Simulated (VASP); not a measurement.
# Te2As3 (P-3m1) in VASP: further runs

Runs on Te2As3. Level: PBE. Tasks: single point, relaxation of cell and atoms.

Everything below comes from runs of VASP 6.6.1. Logs are shortened: lines on timing, memory, paths and dates and some standing lists are left out, and cuts for length are marked.

### Step 1. The cell of the first run

It takes space group P-3m1 (No. 164, trigonal). Conventional cell: a = 5.171 Å, b = 5.171 Å, c = 5.979 Å, α = 90.00°, β = 90.00°, γ = 120.00°. Te (site symmetry 3m) has 8 As at 2.67 to 3.31 Å within 3.5 Å. Within 3.5 Å of As (site symmetry 3m) lie 5 Te at 2.67 to 3.31 Å and 3 As at 3.26 Å. As (site symmetry -3m) has 6 As at 3.26 Å and 6 Te at 3.28 Å within 4.3 Å.

The cell was generated, and may not be a known phase.

### Step 2. Single point, PBE

File INCAR:

```
ALGO = Normal
EDIFF = 1E-6
ENCUT = 520
GGA = PE
ISIF = 2
ISMEAR = 0
LASPH = True
LCHARG = False
LREAL = False
LWAVE = False
NBANDS = 22
NELM = 100
PREC = Accurate
SIGMA = 0.1
```

File KPOINTS:

```
k-points
0
Gamma
  12 12 6
```

File POSCAR:

```
Te2As3
1.0
    5.1714440429      0.0000000000      0.0000000000
   -2.5857220215      4.4786019154      0.0000000000
    0.0000000000      0.0000000000      5.9788649575
Te As
2 3
Direct
    0.3333333333      0.6666666667      0.2278199629
    0.6666666667      0.3333333333      0.7721800371
    0.3333333333      0.6666666667      0.7819415467
    0.6666666667      0.3333333333      0.2180584533
    0.0000000000      0.0000000000      0.0000000000
```

Potentials or basis: VASP PAW PBE potentials, release 64 (Te, As).

Launch:

```
cat potpaw_PBE.64/Te/POTCAR potpaw_PBE.64/As/POTCAR > POTCAR
mpirun -np 1 vasp_std > vasp.out
```

OUTCAR:

```text
EDIFF = 1E-6
   ENCUT = 520
   GGA = PE
   ISIF = 2
   ISMEAR = 0
   LASPH = True
   LREAL = False
   NELM = 100
   PREC = Accurate

 ion  position               nearest neighbor table
   1  0.333  0.667  0.228-   3 2.67   4 2.99   4 2.99   4 2.99   5 3.28   5 3.28   5 3.28
   2  0.667  0.333  0.772-   4 2.67   3 2.99   3 2.99   3 2.99   5 3.28   5 3.28   5 3.28
   3  0.333  0.667  0.782-   1 2.67   2 2.99   2 2.99   2 2.99
   4  0.667  0.333  0.218-   2 2.67   1 2.99   1 2.99   1 2.99
   5  0.000  0.000  0.000-   1 3.28   2 3.28   2 3.28   1 3.28   2 3.28   1 3.28

  LATTYP: Found a hexagonal cell.
 ALAT       =     5.1714440429
 C/A-ratio  =     1.1561306490

  Lattice vectors:

 A1 = (   5.1714440429,   0.0000000000,   0.0000000000)
 A2 = (  -2.5857220215,   4.4786019154,   0.0000000000)
 A3 = (   0.0000000000,   0.0000000000,   5.9788649575)

Analysis of symmetry for initial positions (statically):
=====================================================================
 Subroutine PRICEL returns:
 Original cell was already a primitive cell.

 Routine SETGRP: Setting up the symmetry group for a
 hexagonal supercell.

 Subroutine GETGRP returns: Found 12 space group operations
 (whereof 12 operations were pure point group operations)
 out of a pool of 24 trial point group operations.

The static configuration has the point symmetry D_3d.

Analysis of symmetry for dynamics (positions and initial velocities):
=====================================================================
 Subroutine PRICEL returns:
 Original cell was already a primitive cell.

 Routine SETGRP: Setting up the symmetry group for a
 hexagonal supercell.

 Subroutine GETGRP returns: Found 12 space group operations
 (whereof 12 operations were pure point group operations)
 out of a pool of 24 trial point group operations.

The dynamic configuration has the point symmetry D_3d.

 Subroutine INISYM returns: Found 12 space group operations
 (whereof 12 operations are pure point group operations),
 and found     1 'primitive' translations

----------------------------------------------------------------------------------------

                                     Primitive cell

  volume of cell :     138.4755

  direct lattice vectors                    reciprocal lattice vectors
     5.171444043  0.000000000  0.000000000     0.193369587  0.111641983  0.000000000
    -2.585722022  4.478601915  0.000000000     0.000000000  0.223283966  0.000000000
     0.000000000  0.000000000  5.978864957     0.000000000  0.000000000  0.167255827

  length of vectors
     5.171444043  5.171444043  5.978864957     0.223283966  0.223283966  0.167255827

  position of ions in fractional coordinates (direct lattice)
     0.333333333  0.666666667  0.227819963
     0.666666667  0.333333333  0.772180037
     0.333333333  0.666666667  0.781941547
     0.666666667  0.333333333  0.218058453
     0.000000000  0.000000000  0.000000000

  ion indices of the primitive-cell ions
   primitive index   ion index
                 1           1
                 2           2
                 3           3
                 4           4
                 5           5

----------------------------------------------------------------------------------------

 KPOINTS: k-points

Automatic generation of k-mesh.
 Grid dimensions read from file:
 generate k-points for:   12   12    6

 Generating k-lattice:

  Cartesian coordinates                     Fractional coordinates (reciprocal lattice)
     0.016114132  0.009303499  0.000000000     0.083333333  0.000000000  0.000000000
     0.000000000  0.018606997  0.000000000     0.000000000  0.083333333  0.000000000
     0.000000000  0.000000000  0.027875971     0.000000000  0.000000000  0.166666667

  Length of vectors
     0.018606997  0.018606997  0.027875971

  Shift w.r.t. Gamma in fractional coordinates (k-lattice)
     0.000000000  0.000000000  0.000000000

 Subroutine IBZKPT returns following result:
 ===========================================

 Found    100 irreducible k-points:

 Following reciprocal coordinates:
            Coordinates               Weight
  0.000000  0.000000  0.000000      1.000000
  0.083333  0.000000  0.000000      6.000000
  0.166667  0.000000  0.000000      6.000000
  0.250000  0.000000  0.000000      6.000000
  0.333333 -0.000000  0.000000      6.000000
  0.416667  0.000000  0.000000      6.000000
[... 16 lines left out ...]
  0.166667  0.000000  0.166667      6.000000
  0.000000  0.166667  0.166667      6.000000
 [... further k-points ...]
   k-points           NKPTS =    100   k-points in BZ     NKDIM =    100   number of bands    NBANDS=     22
   number of dos      NEDOS =    301   number of ions     NIONS =      5
   total plane-waves  NPLWV =  76800
   dimension x,y,z NGX =    40 NGY =   40 NGZ =   48
   dimension x,y,z NGXF=    80 NGYF=   80 NGZF=   96
   ions per type =               2   3
   NGX,Y,Z   is equivalent  to a cutoff of  12.86, 12.86, 13.35 a.u.
   NGXF,Y,Z  is equivalent  to a cutoff of  25.72, 25.72, 26.69 a.u.
 SYSTEM =  unknown system
   PREC   = accura    normal or accurate (medium, high low for compatibility)
   ISTART =      0    job   : 0-new  1-cont  2-samecut
   ICHARG =      2    charge: 1-file 2-atom 10-const
   ISPIN  =      1    spin polarized calculation?
   LNONCOLLINEAR =      F non collinear calculations
   LSORBIT =      F    spin-orbit coupling
   LASPH  =      T    aspherical Exc in radial PAW
   ENCUT  =  520.0 eV  38.22 Ry    6.18 a.u.   9.62  9.62 11.12*2*pi/ulx,y,z
   NELM   =    100;   NELMIN=  2; NELMDL= -5     # of ELM steps
   EDIFF  = 0.1E-05   stopping-criterion for ELM
   LREAL  =      F    real-space projection
   EDIFFG = 0.1E-04   stopping-criterion for IOM
   NSW    =      0    number of steps for IOM
   IBRION =     -1    ionic relax: 0-MD 1-quasi-New 2-CG
   NFREE  =      0    steps in history (QN), initial steepest desc. (CG)
   ISIF   =      2    stress and relaxation
   ISYM   =      2    0-nonsym 1-usesym 2-fastsym
   POTIM  = 0.5000    time-step for ionic-motion
   TEBEG  =    0.0;   TEEND  =   0.0 temperature during run
   PSTRESS=    0.0 pullay stress
   NELECT =      27.0000    total number of electrons
   NUPDOWN=      -1.0000    fix difference up-down
   EMIN   =  10.00;   EMAX   =-10.00  energy-range for DOS
   EFERMI =   0.00;   METHOD = LEGACY
   ISMEAR =     0;   SIGMA  =   0.10  broadening in eV -4-tet -1-fermi 0-gaus
   EFERMI_NEDOS =   21; number of points for ismear=-14 and -15
   IALGO  =     38    algorithm
   IMIX   =      4    mixing-type and parameters
     AMIX     =   0.40;   BMIX     =  1.00
     AMIX_MAG =   1.60;   BMIX_MAG =  1.00
  volume/ion in A,a.u.               =      27.70       186.90
  Fermi-wavevector in a.u.,A,eV,Ry     =   0.949303  1.793923 12.261259  0.901177
  Thomas-Fermi vector in A             =   2.077574
   LORBIT       =      0    0 simple, 1 ext, 2 COOP (PROOUT), +10 PAW based schemes
   GGA     = PE    functional components
   LHFCALC =     F    Hartree Fock is set to
   AEXX    =    0.0000 exact exchange contribution
   IVDW    =     0    specifies the selected vdW correction
   LEPSILON=     F    determine dielectric tensor
   LRPA    =     F    only Hartree local field effects (RPA)
 non-spin polarized calculation
 Gauss-broadening in eV      SIGMA  =   0.10
  energy-cutoff  :      520.00
  volume of cell :      138.48
 maximum number of plane-waves:      3779
 NGX is ok and might be reduce to    40
   NGX = 19   NGY = 19   NGZ = 23

 number of electron      27.0000000 magnetization

 Free energy of the ion-electron system (eV)
  ---------------------------------------------------
  ext. energy  EPLUGINS =         0.00000000
  ---------------------------------------------------
  free energy    TOTEN  =       -18.32437106 eV

  energy without entropy =      -18.31300080  energy(sigma->0) =      -18.31868593

 E-fermi :   5.3936     XC(G=0):  -9.2663

 val. band max:        5.3828056466   @ k =   0.0000   0.1667   0.3333
 cond. band min:       5.4006733082   @ k =   0.2500   0.1667   0.5000
 fundamental gap:      0.0178676616
 Fermi energy:         5.3936378091

 k-point     1 :       0.0000    0.0000    0.0000
  band No.  band energies     occupation
      1      -9.0562      2.00000
      2      -6.1577      2.00000
      3      -5.1238      2.00000
      4      -4.2605      2.00000
      5      -2.3637      2.00000
      6      -0.3741      2.00000
[... 14 lines left out ...]
     21       9.5914      0.00000
     22      10.6846      0.00000

 k-point     2 :       0.0833    0.0000    0.0000
  band No.  band energies     occupation
      1      -9.0136      2.00000
      2      -6.1386      2.00000
      3      -5.1981      2.00000
      4      -4.3066      2.00000
      5      -2.4651      2.00000
      6      -0.4012      2.00000
[... 14 lines left out ...]
     21       9.8058      0.00000
     22      10.6282      0.00000

 k-point     3 :       0.1667    0.0000    0.0000
  band No.  band energies     occupation
      1      -8.8871      2.00000
      2      -6.1102      2.00000
      3      -5.3733      2.00000
      4      -4.4370      2.00000
      5      -2.7386      2.00000
      6      -0.4486      2.00000
[... 14 lines left out ...]
     21      10.1424      0.00000
     22      10.4876      0.00000

 k-point     4 :       0.2500    0.0000    0.0000
  band No.  band energies     occupation
      1      -8.6815      2.00000
      2      -6.2057      2.00000
      3      -5.4805      2.00000
      4      -4.6095      2.00000
      5      -3.1153      2.00000
      6      -0.4223      2.00000
[... 14 lines left out ...]
     21      10.1003      0.00000
     22      10.3183      0.00000

 k-point     5 :       0.3333   -0.0000    0.0000
  band No.  band energies     occupation
      1      -8.4084      2.00000
      2      -6.5236      2.00000
      3      -5.3865      2.00000
      4      -4.7596      2.00000
      5      -3.5230      2.00000
      6      -0.4696      2.00000
[... 14 lines left out ...]
     21       9.9530      0.00000
     22      10.0462      0.00000

 k-point     6 :       0.4167    0.0000    0.0000
  band No.  band energies     occupation
      1      -8.1031      2.00000
      2      -6.9102      2.00000
      3      -5.2236      2.00000
      4      -4.8309      2.00000
      5      -3.8835      2.00000
      6      -0.6086      2.00000
[... 14 lines left out ...]
     21       9.7059      0.00000
     22       9.7992      0.00000

 k-point     7 :       0.5000    0.0000    0.0000
  band No.  band energies     occupation
      1      -7.9210      2.00000
      2      -7.1264      2.00000
      3      -5.1536      2.00000
      4      -4.8219      2.00000
      5      -4.0522      2.00000
      6      -0.6555      2.00000
[... 324 lines left out ...]
      6       0.0149      2.00000
[... 14 lines left out ...]
     21       9.9796      0.00000
     22       9.9796      0.00000

 k-point    21 :       0.0833    0.0000    0.1667
  band No.  band energies     occupation
      1      -8.9573      2.00000
      2      -6.3257      2.00000
      3      -5.1743      2.00000
      4      -4.2332      2.00000
      5      -2.6919      2.00000
      6      -0.0134      2.00000
[... 14 lines left out ...]
     21      10.1330      0.00000
     22      10.1543      0.00000

 k-point    22 :       0.0000    0.0833    0.1667
  band No.  band energies     occupation
      1      -8.9573      2.00000
      2      -6.3250      2.00000
      3      -5.1767      2.00000
      4      -4.2310      2.00000
      5      -2.6923      2.00000
      6      -0.0139      2.00000
[... 14 lines left out ...]
     21      10.0456      0.00000
     22      10.2124      0.00000

 k-point    23 :       0.1667    0.0000    0.1667
  band No.  band energies     occupation
      1      -8.8303      2.00000
      2      -6.2660      2.00000
      3      -5.3762      2.00000
      4      -4.3814      2.00000
      5      -2.9619      2.00000
      6      -0.0647      2.00000
[... 14 lines left out ...]
     21      10.3661      0.00000
     22      10.4530      0.00000

 k-point    24 :       0.0000    0.1667    0.1667
  band No.  band energies     occupation
      1      -8.8304      2.00000
      2      -6.2588      2.00000
      3      -5.3945      2.00000
      4      -4.3670      2.00000
      5      -2.9648      2.00000
      6      -0.0632      2.00000
[... 14 lines left out ...]
     21      10.2229      0.00000
     22      10.5223      0.00000

 [... further k-points ...]
[... 5 lines left out ...]
  --------------------------------------------------------------------------------------
  -------------------------------------------------------------------------------------
  Total        0.0060394      0.0060394      0.0770866     -0.0000000      0.0000000      0.0000000
  in kB        0.0698763      0.0698763      0.8919010     -0.0000000      0.0000000      0.0000000
  external PRESSURE =       0.3438845 kB  Pullay stress =       0.0000000 kB

 VOLUME and BASIS-vectors are now :
 -----------------------------------------------------------------------------
  energy-cutoff  :      520.00
  volume of cell :      138.48
      direct lattice vectors                 reciprocal lattice vectors
     5.171444043  0.000000000  0.000000000     0.193369587  0.111641983  0.000000000
    -2.585722022  4.478601915  0.000000000     0.000000000  0.223283966  0.000000000
     0.000000000  0.000000000  5.978864957     0.000000000  0.000000000  0.167255827

 POSITION                                       TOTAL-FORCE (eV/Angst)
 -----------------------------------------------------------------------------------
     -0.00000      2.98573      1.36210        -0.000000      0.000000      0.020039
      2.58572      1.49287      4.61676         0.000000     -0.000000     -0.020039
     -0.00000      2.98573      4.67512         0.000000      0.000000     -0.021398
      2.58572      1.49287      1.30374        -0.000000     -0.000000      0.021398
      0.00000      0.00000      0.00000         0.000000      0.000000      0.000000
 -----------------------------------------------------------------------------------
    total drift:                                0.000000     -0.000000      0.000000

  FREE ENERGIE OF THE ION-ELECTRON SYSTEM (eV)
  ---------------------------------------------------
  free  energy   TOTEN  =       -18.3243710636 eV

  energy  without entropy=      -18.3130008015  energy(sigma->0) =      -18.31868593
```

Run time: 2.9 min. Hardware: 1 thread of Intel Xeon Platinum 8488C (Sapphire Rapids), shared host; peak memory 0.43 GiB.

What came out:

| Property | Result |
| --- | --- |
| Free energy | -18.3244 eV |
| Pressure | 0.0 GPa |
| Largest force | 0.021 eV/Å |
| Band gap on the k mesh | zero (an odd number of electrons rules out a gap without spin polarisation) |

Forces on the atoms (eV/Å):
```
Te   0.000  0.000  0.020
Te   0.000  0.000 -0.020
As   0.000  0.000 -0.021
As   0.000  0.000  0.021
As   0.000  0.000  0.000
```

Stress tensor (GPa, compression positive):
```
0.01 0.00 0.00
0.00 0.01 0.00
0.00 0.00 0.09
```

Caveat: spin-orbit coupling is left out, which moves the levels of the heavy elements; an odd number of electrons without spin polarisation forces a metal; a magnetic or distorted state may lie lower.

(Continued in part 2 of 3.)

The gap in the log of VASP goes by the Fermi energy; the results here count the filled bands.